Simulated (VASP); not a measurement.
**Ba: single point with r2SCAN**

Ba:

```xyz
1
Lattice="0.0000 3.2857 3.2857 3.2857 0.0000 3.2857 3.2857 3.2857 0.0000" Properties=species:S:1:pos:R:3 pbc="T T T"
Ba    0.0000    0.0000    0.0000
```

This isn't the form of Ba at room conditions, which is bcc.

```yaml
Program: VASP 6.6.1
Task: single point
Functional: r2SCAN
Potentials_or_basis: VASP PAW PBE potentials, release 64 (Ba_sv)
Cutoff: 550 eV
k_mesh: 9 × 9 × 9
Occupations: fermi-dirac, width 0.05 eV
Spin: no spin polarisation
Dipole_correction: no
Further_INCAR_settings: ALGO = Normal; EDIFF = 1e-06; NBANDS = 11
```

The pressure is -0.4 GPa and the band gap on the k mesh is zero (bands 5 and 6 overlap by 0.06 eV).

Levels at points of the mesh, in eV from the Fermi level:
```tsv
k point	band 2	band 3	band 4	band 5	band 6	band 7	band 8	band 9
(0.00, 0.00, 0.00)	-14.82	-14.82	-14.82	-2.95	1.84	1.84	1.84	3.26
```

Run time: 3.1 min on 1 thread of Intel Xeon 8259CL, on a shared host, peak memory 0.22 GiB.

Caveat: the PAW data sets were made with another functional, which shifts forces and pressure a little; spin-orbit coupling is left out, which moves the levels of the heavy elements.
